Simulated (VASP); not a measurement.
# Ge5H3 (Germanium) in VASP: a series of runs, part 2 of 2

VASP 6.6.1. The steps go on from the part before.

**3. Single point, PBE+D3(BJ)**

INCAR reads:

```
SYSTEM = Ge5H3
  ALGO = Normal
  DIPOL = 0.5 0.5 0.458
  EDIFF = 1E-7
  ENCUT = 520
  GGA = PE
  IDIPOL = 3
  ISIF = 2
  ISMEAR = 0
  IVDW = 12
  LASPH = .TRUE.
  LCHARG = .FALSE.
  LDIPOL = .TRUE.
  LREAL = .FALSE.
  LWAVE = .FALSE.
  NBANDS = 46
  NELM = 80
  PREC = Accurate
  SIGMA = 0.1
```

KPOINTS reads:

```
k-points
0
G
  7 7 1
  0 0 0
```

POSCAR reads:

```
Ge5H3
1.0
    4.0300782715      0.0000000000      0.0000000000
    0.0000000000      4.0300782715      0.0000000000
    0.0000000000      0.0000000000     25.6116833489
H Ge
3 5
Direct
    0.5000000000      0.8201104081      0.3318797865
    0.5000000000      0.1798895919      0.3318797865
    0.5000000000      0.0000000000      0.5984527611
    0.5000000000      0.5000000000      0.3674999364
    0.0000000000      0.5000000000      0.4231326653
    0.0000000000      0.0000000000      0.4784888961
    0.5000000000      0.0000000000      0.5326227971
    0.5000000000      0.5000000000      0.6004038132
```

Potentials or basis: VASP PAW PBE potentials, release 64 (H, Ge_d).

Launch:

```
$ cat potpaw_PBE.64/H/POTCAR potpaw_PBE.64/Ge_d/POTCAR > POTCAR
$ mpirun -np 1 vasp_std > vasp.out
```

OUTCAR:

```text
SYSTEM = Ge5H3
   EDIFF = 1E-7
   ENCUT = 520
   GGA = PE
   ISIF = 2
   ISMEAR = 0
   IVDW = 12
   LASPH = .TRUE.
   LREAL = .FALSE.
   NELM = 80
   PREC = Accurate
 IVDW          = 12

 ion  position               nearest neighbor table
   1  0.500  0.820  0.332-   4 1.58
   2  0.500  0.180  0.332-   4 1.58
   3  0.500  0.000  0.598-   7 1.69
   4  0.500  0.500  0.367-   1 1.58   2 1.58   5 2.47   5 2.47
   5  0.000  0.500  0.423-   6 2.46   6 2.46   4 2.47   4 2.47
   6  0.000  0.000  0.478-   7 2.45   7 2.45   5 2.46   5 2.46
   7  0.500  0.000  0.533-   3 1.69   6 2.45   6 2.45   8 2.66   8 2.66
   8  0.500  0.500  0.600-   7 2.66   7 2.66

  LATTYP: Found a simple tetragonal cell.
 ALAT       =     4.0300782715
 C/A-ratio  =     6.3551329834

  Lattice vectors:

 A1 = (   4.0300782715,   0.0000000000,   0.0000000000)
 A2 = (   0.0000000000,   4.0300782715,   0.0000000000)
 A3 = (   0.0000000000,   0.0000000000,  25.6116833489)

Analysis of symmetry for initial positions (statically):
=====================================================================
 Subroutine PRICEL returns:
 Original cell was already a primitive cell.

 Routine SETGRP: Setting up the symmetry group for a
 simple tetragonal supercell.

 Subroutine GETGRP returns: Found  4 space group operations
 (whereof  4 operations were pure point group operations)
 out of a pool of 16 trial point group operations.

The static configuration has the point symmetry C_2v.

Analysis of symmetry for dynamics (positions and initial velocities):
=====================================================================
 Subroutine PRICEL returns:
 Original cell was already a primitive cell.

 Routine SETGRP: Setting up the symmetry group for a
 simple tetragonal supercell.

 Subroutine GETGRP returns: Found  4 space group operations
 (whereof  4 operations were pure point group operations)
 out of a pool of 16 trial point group operations.

The dynamic configuration has the point symmetry C_2v.

 Subroutine INISYM returns: Found  4 space group operations
 (whereof  4 operations are pure point group operations),
 and found     1 'primitive' translations

----------------------------------------------------------------------------------------

                                     Primitive cell

  volume of cell :     415.9729

  direct lattice vectors                    reciprocal lattice vectors
     4.030078271  0.000000000  0.000000000     0.248134139  0.000000000  0.000000000
     0.000000000  4.030078271  0.000000000     0.000000000  0.248134139  0.000000000
     0.000000000  0.000000000 25.611683349     0.000000000  0.000000000  0.039044681

  length of vectors
     4.030078271  4.030078271 25.611683349     0.248134139  0.248134139  0.039044681

  position of ions in fractional coordinates (direct lattice)
     0.500000000  0.820110408  0.331879786
     0.500000000  0.179889592  0.331879786
     0.500000000  0.000000000  0.598452761
     0.500000000  0.500000000  0.367499936
     0.000000000  0.500000000  0.423132665
     0.000000000  0.000000000  0.478488896
     0.500000000  0.000000000  0.532622797
     0.500000000  0.500000000  0.600403813

  ion indices of the primitive-cell ions
   primitive index   ion index
                 1           1
                 2           2
                 3           3
                 4           4
[... 53 lines left out ...]
   dimension x,y,z NGXF=    60 NGYF=   60 NGZF=  384
   ions per type =               3   5
   NGX,Y,Z   is equivalent  to a cutoff of  12.38, 12.38, 12.46 a.u.
   NGXF,Y,Z  is equivalent  to a cutoff of  24.75, 24.75, 24.93 a.u.
 SYSTEM =  Ge5H3
   PREC   = accura    normal or accurate (medium, high low for compatibility)
   ISTART =      0    job   : 0-new  1-cont  2-samecut
   ICHARG =      2    charge: 1-file 2-atom 10-const
   ISPIN  =      1    spin polarized calculation?
   LNONCOLLINEAR =      F non collinear calculations
   LSORBIT =      F    spin-orbit coupling
   LASPH  =      T    aspherical Exc in radial PAW
   ENCUT  =  520.0 eV  38.22 Ry    6.18 a.u.   7.49  7.49 47.62*2*pi/ulx,y,z
   NELM   =     80;   NELMIN=  2; NELMDL= -5     # of ELM steps
   EDIFF  = 0.1E-06   stopping-criterion for ELM
   LREAL  =      F    real-space projection
   EDIFFG = 0.1E-05   stopping-criterion for IOM
   NSW    =      0    number of steps for IOM
   IBRION =     -1    ionic relax: 0-MD 1-quasi-New 2-CG
   NFREE  =      0    steps in history (QN), initial steepest desc. (CG)
   ISIF   =      2    stress and relaxation
   ISYM   =      2    0-nonsym 1-usesym 2-fastsym
   POTIM  = 0.5000    time-step for ionic-motion
   TEBEG  =    0.0;   TEEND  =   0.0 temperature during run
   PSTRESS=    0.0 pullay stress
   NELECT =      73.0000    total number of electrons
   NUPDOWN=      -1.0000    fix difference up-down
   EMIN   =  10.00;   EMAX   =-10.00  energy-range for DOS
   EFERMI =   0.00;   METHOD = LEGACY
   ISMEAR =     0;   SIGMA  =   0.10  broadening in eV -4-tet -1-fermi 0-gaus
   EFERMI_NEDOS =   21; number of points for ismear=-14 and -15
   IALGO  =     38    algorithm
   IMIX   =      4    mixing-type and parameters
     AMIX     =   0.40;   BMIX     =  1.00
     AMIX_MAG =   1.60;   BMIX_MAG =  1.00
  volume/ion in A,a.u.               =      52.00       350.89
  Fermi-wavevector in a.u.,A,eV,Ry     =   0.916560  1.732047 11.430005  0.840082
  Thomas-Fermi vector in A             =   2.041429
   LORBIT       =      0    0 simple, 1 ext, 2 COOP (PROOUT), +10 PAW based schemes
   GGA     = PE    functional components
   LHFCALC =     F    Hartree Fock is set to
   AEXX    =    0.0000 exact exchange contribution
   IVDW    =    12    specifies the selected vdW correction
   LEPSILON=     F    determine dielectric tensor
   LRPA    =     F    only Hartree local field effects (RPA)
 non-spin polarized calculation
 Gauss-broadening in eV      SIGMA  =   0.10
  energy-cutoff  :      520.00
  volume of cell :      415.97
 maximum number of plane-waves:     11265
 NGX is ok and might be reduce to    30
   NGX = 15   NGY = 15   NGZ = 95

 dipolmoment           0.000000      0.000000     -0.044986 electrons x Angstroem

 number of electron      72.9999915 magnetization

 dipolmoment           0.000000      0.000000      0.066682 electrons x Angstroem

 Free energy of the ion-electron system (eV)
  ---------------------------------------------------
  ext. energy  EPLUGINS =         0.00000000
  ---------------------------------------------------
  free energy    TOTEN  =       -29.60708540 eV

  energy without entropy =      -29.60081717  energy(sigma->0) =      -29.60395128

 E-fermi :  -1.7131     XC(G=0):  -3.6275

 val. band max:       -1.8811105559   @ k =   0.2857   0.0000   0.0000
 cond. band min:      -1.6644618264   @ k =   0.2857   0.1429   0.0000
 fundamental gap:      0.2166487295
 Fermi energy:        -1.7130615809

 k-point     1 :       0.0000    0.0000    0.0000
  band No.  band energies     occupation
      1     -26.6606      2.00000
      2     -26.6093      2.00000
      3     -26.6038      2.00000
      4     -26.5812      2.00000
      5     -26.5535      2.00000
      6     -26.4968      2.00000
[... 773 lines left out ...]
     45       3.9047      0.00000
     46       4.6408      0.00000

------------------------ aborting loop because EDIFF is reached ----------------------------------------

 vacuum level on the upper side and lower side of the slab       (xc-potential included)         0.254        -0.475

 Edisp (eV)   -1.21066

 E8    (eV) :    -0.5341

  FORCE on cell =-STRESS in cart. coord.  units (eV):
  Direction    XX          YY          ZZ          XY          YZ          ZX
  --------------------------------------------------------------------------------------
  -------------------------------------------------------------------------------------
  Total      -1.67467     2.75474    -0.61323     0.00000     0.00000     0.00000
  in kB      -6.45021    10.61028    -2.36193     0.00000     0.00000     0.00000
  external pressure =        0.60 kB  Pullay stress =        0.00 kB

 VOLUME and BASIS-vectors are now :
 -----------------------------------------------------------------------------
  energy-cutoff  :      520.00
  volume of cell :      415.97
      direct lattice vectors                 reciprocal lattice vectors
     4.030078271  0.000000000  0.000000000     0.248134139  0.000000000  0.000000000
     0.000000000  4.030078271  0.000000000     0.000000000  0.248134139  0.000000000
     0.000000000  0.000000000 25.611683349     0.000000000  0.000000000  0.039044681

 POSITION                                       TOTAL-FORCE (eV/Angst)
 -----------------------------------------------------------------------------------
      2.01504      3.30511      8.50000         0.000000     -0.508605      0.195532
      2.01504      0.72497      8.50000        -0.000000      0.508605      0.195532
      2.01504      0.00000     15.32738         0.000000      0.000000     -0.007286
      2.01504      2.01504      9.41229         0.000000      0.000000     -0.252461
      0.00000      2.01504     10.83714         0.000000      0.000000     -0.137348
      0.00000      0.00000     12.25491         0.000000      0.000000     -0.001890
      2.01504      0.00000     13.64137         0.000000      0.000000      0.001280
      2.01504      2.01504     15.37735         0.000000      0.000000      0.006641
 -----------------------------------------------------------------------------------
    total drift:                                0.000000     -0.000000     -0.002978

  FREE ENERGIE OF THE ION-ELECTRON SYSTEM (eV)
  ---------------------------------------------------
  free  energy   TOTEN  =       -30.8177497982 eV

  energy  without entropy=      -30.8114815671  energy(sigma->0) =      -30.81461568

 vacuum level on the upper side and lower side of the slab         2.998         2.258
```

Run time: 10 min. Hardware: 1 thread of Intel Xeon 6975P-C, shared host; peak memory 0.58 GiB.

What came out:

```
Free energy                : -30.8177 eV
Largest force              : 0.545 eV/Å
Dispersion energy per atom : -0.151 eV
```

Forces on the atoms (eV/Å):
```
H    0.000 -0.509  0.196
H    0.000  0.509  0.196
H    0.000  0.000 -0.007
Ge   0.000  0.000 -0.252
Ge   0.000  0.000 -0.137
Ge   0.000  0.000 -0.002
Ge   0.000  0.000  0.001
Ge   0.000  0.000  0.007
```

Levels at points of the mesh, in eV from the Fermi level:
| k point | band 33 | band 34 | band 35 | band 36 | band 37 | band 38 | band 39 | band 40 |
| --- | --- | --- | --- | --- | --- | --- | --- | --- |
| (0.00, 0.00, 0.00) | -2.02 | -1.84 | -1.13 | -0.69 | -0.53 | 1.10 | 1.20 | 1.44 |
